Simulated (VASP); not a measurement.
# ZnO (I-43d) in VASP: a series of runs, part 2 of 3

VASP 6.6.1. The steps go on from the part before.

## (3) Single point, PBE

This run uses another cell than the first one, of 7.84 Å³/atom.

INCAR

```
PREC = Accurate ; ENCUT = 520
EDIFF = 1E-6 ; ISMEAR = 0
SIGMA = 0.1 ; LREAL = False
LASPH = True ; NELM = 80
ALGO = Normal ; ISIF = 2
LWAVE = False ; LCHARG = False
GGA = PE ; NBANDS = 66
```

KPOINTS

```
regular mesh
0
Gamma
  4 4 4
```

POSCAR

```
ZnO
1.0
   -2.8654131000      2.8654131000      2.8654131000
    2.8654131000     -2.8654131000      2.8654131000
    2.8654131000      2.8654131000     -2.8654131000
Zn O
6 6
Direct
    0.1250000000      0.7500000000      0.8750000000
    0.6250000000      0.3750000000      0.2500000000
    0.7500000000      0.8750000000      0.1250000000
    0.8750000000      0.1250000000      0.7500000000
    0.3750000000      0.2500000000      0.6250000000
    0.2500000000      0.6250000000      0.3750000000
    0.7500000000      0.3750000000      0.6250000000
    0.1250000000      0.8750000000      0.2500000000
    0.2500000000      0.1250000000      0.8750000000
    0.3750000000      0.6250000000      0.7500000000
    0.8750000000      0.2500000000      0.1250000000
    0.6250000000      0.7500000000      0.3750000000
```

Potentials or basis: VASP PAW PBE potentials, release 64 (Zn, O).

The run is started by

```
$ cat potpaw_PBE.64/Zn/POTCAR potpaw_PBE.64/O/POTCAR > POTCAR
$ mpirun -np 1 vasp_std > vasp.out
```

OUTCAR:

```text
PREC = Accurate
   ENCUT = 520
   EDIFF = 1E-6
   ISMEAR = 0
   LREAL = False
   LASPH = True
   NELM = 80
   ISIF = 2
   GGA = PE

 ion  position               nearest neighbor table
   1  0.125  0.750  0.875-   8 1.75   9 1.75  10 1.75   7 1.75   4 2.68   6 2.68   2 2.68   6 2.68
                             4 2.68   2 2.68   3 2.68   3 2.68
   2  0.625  0.375  0.250-   7 1.75  11 1.75  12 1.75   9 1.75   6 2.68   1 2.68   3 2.68   5 2.68
                             6 2.68   5 2.68   3 2.68   1 2.68
   3  0.750  0.875  0.125-   8 1.75  11 1.75  12 1.75  10 1.75   5 2.68   4 2.68   2 2.68   4 2.68
                             2 2.68   5 2.68   1 2.68   1 2.68
   4  0.875  0.125  0.750-   7 1.75   9 1.75  11 1.75  12 1.75   1 2.68   6 2.68   1 2.68   3 2.68
                             5 2.68   3 2.68   5 2.68   6 2.68
   5  0.375  0.250  0.625-   7 1.75   9 1.75  10 1.75   8 1.75   3 2.68   2 2.68   2 2.68   4 2.68
                             4 2.68   3 2.68   6 2.68   6 2.68
   6  0.250  0.625  0.375-   8 1.75  10 1.75  12 1.75  11 1.75   2 2.68   2 2.68   4 2.68   1 2.68
                             4 2.68   1 2.68   5 2.68   5 2.68
   7  0.750  0.375  0.625-   2 1.75   4 1.75   5 1.75   1 1.75
   8  0.125  0.875  0.250-   1 1.75   3 1.75   6 1.75   5 1.75
   9  0.250  0.125  0.875-   1 1.75   4 1.75   5 1.75   2 1.75
  10  0.375  0.625  0.750-   1 1.75   5 1.75   6 1.75   3 1.75
  11  0.875  0.250  0.125-   2 1.75   3 1.75   4 1.75   6 1.75
  12  0.625  0.750  0.375-   2 1.75   3 1.75   6 1.75   4 1.75

  LATTYP: Found a body centered cubic cell.
 ALAT       =     5.7308262000

  Lattice vectors:

 A1 = (  -2.8654131000,   2.8654131000,   2.8654131000)
 A2 = (   2.8654131000,  -2.8654131000,   2.8654131000)
 A3 = (   2.8654131000,   2.8654131000,  -2.8654131000)

Analysis of symmetry for initial positions (statically):
=====================================================================
 Subroutine PRICEL returns:
 Original cell was already a primitive cell.

 Routine SETGRP: Setting up the symmetry group for a
 body centered cubic supercell.

 Subroutine GETGRP returns: Found 24 space group operations
 (whereof  3 operations were pure point group operations)
 out of a pool of 48 trial point group operations.

The static configuration has the point symmetry C_3 .
 The point group associated with its full space group is T_d .

Analysis of symmetry for dynamics (positions and initial velocities):
=====================================================================
 Subroutine PRICEL returns:
 Original cell was already a primitive cell.

 Routine SETGRP: Setting up the symmetry group for a
 body centered cubic supercell.

 Subroutine GETGRP returns: Found 24 space group operations
 (whereof  3 operations were pure point group operations)
 out of a pool of 48 trial point group operations.

The dynamic configuration has the point symmetry C_3 .
 The point group associated with its full space group is T_d .

 Subroutine INISYM returns: Found 24 space group operations
 (whereof  3 operations are pure point group operations),
 and found     1 'primitive' translations

----------------------------------------------------------------------------------------

                                     Primitive cell

  volume of cell :      94.1070

  direct lattice vectors                    reciprocal lattice vectors
    -2.865413100  2.865413100  2.865413100     0.000000000  0.174494910  0.174494910
[... 77 lines left out ...]
   NGX,Y,Z   is equivalent  to a cutoff of  13.40, 13.40, 13.40 a.u.
   NGXF,Y,Z  is equivalent  to a cutoff of  26.80, 26.80, 26.80 a.u.
 SYSTEM =  unknown system
   PREC   = accura    normal or accurate (medium, high low for compatibility)
   ISTART =      0    job   : 0-new  1-cont  2-samecut
   ICHARG =      2    charge: 1-file 2-atom 10-const
   ISPIN  =      1    spin polarized calculation?
   LNONCOLLINEAR =      F non collinear calculations
   LSORBIT =      F    spin-orbit coupling
   LASPH  =      T    aspherical Exc in radial PAW
   ENCUT  =  520.0 eV  38.22 Ry    6.18 a.u.   9.23  9.23  9.23*2*pi/ulx,y,z
   NELM   =     80;   NELMIN=  2; NELMDL= -5     # of ELM steps
   EDIFF  = 0.1E-05   stopping-criterion for ELM
   LREAL  =      F    real-space projection
   EDIFFG = 0.1E-04   stopping-criterion for IOM
   NSW    =      0    number of steps for IOM
   IBRION =     -1    ionic relax: 0-MD 1-quasi-New 2-CG
   NFREE  =      0    steps in history (QN), initial steepest desc. (CG)
   ISIF   =      2    stress and relaxation
   ISYM   =      2    0-nonsym 1-usesym 2-fastsym
   POTIM  = 0.5000    time-step for ionic-motion
   TEBEG  =    0.0;   TEEND  =   0.0 temperature during run
   PSTRESS=    0.0 pullay stress
   NELECT =     108.0000    total number of electrons
   NUPDOWN=      -1.0000    fix difference up-down
   EMIN   =  10.00;   EMAX   =-10.00  energy-range for DOS
   EFERMI =   0.00;   METHOD = LEGACY
   ISMEAR =     0;   SIGMA  =   0.10  broadening in eV -4-tet -1-fermi 0-gaus
   EFERMI_NEDOS =   21; number of points for ismear=-14 and -15
   IALGO  =     38    algorithm
   IMIX   =      4    mixing-type and parameters
     AMIX     =   0.40;   BMIX     =  1.00
     AMIX_MAG =   1.60;   BMIX_MAG =  1.00
  volume/ion in A,a.u.               =       7.84        52.92
  Fermi-wavevector in a.u.,A,eV,Ry     =   1.713992  3.238976 39.970778  2.937769
  Thomas-Fermi vector in A             =   2.791633
   LORBIT       =      0    0 simple, 1 ext, 2 COOP (PROOUT), +10 PAW based schemes
   GGA     = PE    functional components
   LHFCALC =     F    Hartree Fock is set to
   AEXX    =    0.0000 exact exchange contribution
   IVDW    =     0    specifies the selected vdW correction
   LEPSILON=     F    determine dielectric tensor
   LRPA    =     F    only Hartree local field effects (RPA)
 non-spin polarized calculation
 Gauss-broadening in eV      SIGMA  =   0.10
  energy-cutoff  :      520.00
  volume of cell :       94.11
 maximum number of plane-waves:      2556
 NGX is ok and might be reduce to    40
   NGX = 19   NGY = 19   NGZ = 19

 number of electron     107.9999927 magnetization

 Free energy of the ion-electron system (eV)
  ---------------------------------------------------
  ext. energy  EPLUGINS =         0.00000000
  ---------------------------------------------------
  free energy    TOTEN  =       -37.18867974 eV

  energy without entropy =      -37.18867974  energy(sigma->0) =      -37.18867974

 E-fermi :   6.5141     XC(G=0): -13.4304

 val. band max:        6.0211290992   @ k =   0.0000   0.0000   0.0000
 cond. band min:       7.4104480065   @ k =   0.0000   0.0000   0.0000
 fundamental gap:      1.3893189073
 Fermi energy:         6.5140950163

 k-point     1 :       0.0000    0.0000    0.0000
  band No.  band energies     occupation
      1     -16.2922      2.00000
      2     -14.2729      2.00000
      3     -14.2729      2.00000
      4     -14.2673      2.00000
      5     -14.2673      2.00000
      6     -14.2673      2.00000
[... 541 lines left out ...]
     65      17.3866      0.00000
     66      17.3866      0.00000

------------------------ aborting loop because EDIFF is reached ----------------------------------------

  FORCE on cell =-STRESS in cart. coord.  units (eV):
  Direction    XX          YY          ZZ          XY          YZ          ZX
  --------------------------------------------------------------------------------------
  -------------------------------------------------------------------------------------
  Total       83.0934667     83.0934667     83.0934667      0.0000000      0.0000000     -0.0000000
  in kB     1414.6719517   1414.6719517   1414.6719517      0.0000000      0.0000000     -0.0000000
  external PRESSURE =    1414.6719517 kB  Pullay stress =       0.0000000 kB

 VOLUME and BASIS-vectors are now :
 -----------------------------------------------------------------------------
  energy-cutoff  :      520.00
  volume of cell :       94.11
      direct lattice vectors                 reciprocal lattice vectors
    -2.865413100  2.865413100  2.865413100     0.000000000  0.174494910  0.174494910
     2.865413100 -2.865413100  2.865413100     0.174494910  0.000000000  0.174494910
     2.865413100  2.865413100 -2.865413100     0.174494910  0.174494910  0.000000000

 POSITION                                       TOTAL-FORCE (eV/Angst)
 -----------------------------------------------------------------------------------
      4.29812      0.71635      0.00000        -0.000000      0.000000     -0.000000
      0.00000      1.43271      2.14906         0.000000     -0.000000      0.000000
      0.71635      0.00000      4.29812         0.000000     -0.000000     -0.000000
      0.00000      4.29812      0.71635         0.000000      0.000000      0.000000
      1.43271      2.14906      0.00000        -0.000000      0.000000     -0.000000
      2.14906      0.00000      1.43271         0.000000     -0.000000     -0.000000
      0.71635      2.86541      1.43271        -0.000000     -0.000000     -0.000000
      2.86541     -1.43271      2.14906         0.000000     -0.000000      0.000000
      2.14906      2.86541     -1.43271         0.000000     -0.000000     -0.000000
      2.86541      1.43271      0.71635        -0.000000      0.000000      0.000000
     -1.43271      2.14906      2.86541        -0.000000     -0.000000     -0.000000
      1.43271      0.71635      2.86541        -0.000000      0.000000     -0.000000
 -----------------------------------------------------------------------------------
    total drift:                                0.000005      0.000005      0.000005

  FREE ENERGIE OF THE ION-ELECTRON SYSTEM (eV)
  ---------------------------------------------------
  free  energy   TOTEN  =       -37.1886797447 eV

  energy  without entropy=      -37.1886797447  energy(sigma->0) =      -37.18867974
```

It took 32 s on 1 thread of Intel Xeon 6975P-C (Granite Rapids), shared host; peak memory 0.23 GiB.

What came out:

* Free energy: -37.1887 eV
* Pressure: 141.5 GPa
* Band gap on the k mesh: 1.39 eV

Levels at points of the mesh, in eV from the valence-band top:
| k point | band 52 | band 53 | band 54 | band 55 | band 56 | band 57 |
| --- | --- | --- | --- | --- | --- | --- |
| (0.00, 0.00, 0.00) | 0.00 | 0.00 | 0.00 | 1.39 | 4.79 | 7.95 |
| (0.50, 0.00, 0.00) | -1.72 | -0.83 | -0.83 | 4.84 | 4.84 | 6.17 |
| (0.50, 0.50, 0.50) | -1.86 | -1.86 | -1.86 | 6.09 | 6.09 | 6.09 |

Caveat: the cell stands under pressure.

## (4) Single point, PBE

INCAR

```
ALGO = Normal
EDIFF = 1E-6
ENCUT = 520
GGA = PE
ISIF = 2
ISMEAR = 0
LASPH = T
LCHARG = T
LELF = T
LREAL = F
LVHAR = T
LWAVE = F
NBANDS = 66
NELM = 60
PREC = Accurate
SIGMA = 0.1
```

KPOINTS

```
k-points
0
Gamma
  4 4 4
```

Changes to POSCAR since step 3:

```diff
@@ -2,5 +2,5 @@
 1.0
-   -2.8654131000      2.8654131000      2.8654131000
-    2.8654131000     -2.8654131000      2.8654131000
-    2.8654131000      2.8654131000     -2.8654131000
+   -3.2828161179      3.2828161179      3.2828161179
+    3.2828161179     -3.2828161179      3.2828161179
+    3.2828161179      3.2828161179     -3.2828161179
 Zn O
```

The run is started by

```
$ cat potpaw_PBE.64/Zn/POTCAR potpaw_PBE.64/O/POTCAR > POTCAR
$ mpirun -np 1 vasp_std > vasp.out
```

Run time: 50 s. Hardware: 1 thread of Intel Xeon 6975P-C (Granite Rapids), shared host; peak memory 0.27 GiB.

It converged, with:

| Property | Result |
| --- | --- |
| Free energy | -51.9476 eV |
| Pressure | 1.2 GPa |
| Band gap on the k mesh | 0.43 eV |

Levels at points of the mesh, in eV from the valence-band top:
```tsv
k point	band 51	band 52	band 53	band 54	band 55	band 56	band 57	band 58
(0.00, 0.00, 0.00)	-0.79	0.00	0.00	0.00	0.43	5.01	6.78	6.78
(0.50, 0.00, 0.00)	-0.84	-0.84	-0.44	-0.44	3.68	3.68	5.63	5.63
(0.50, 0.50, 0.50)	-0.97	-0.97	-0.97	-0.97	5.10	5.10	5.10	5.10
```

(Continued in part 3 of 3.)
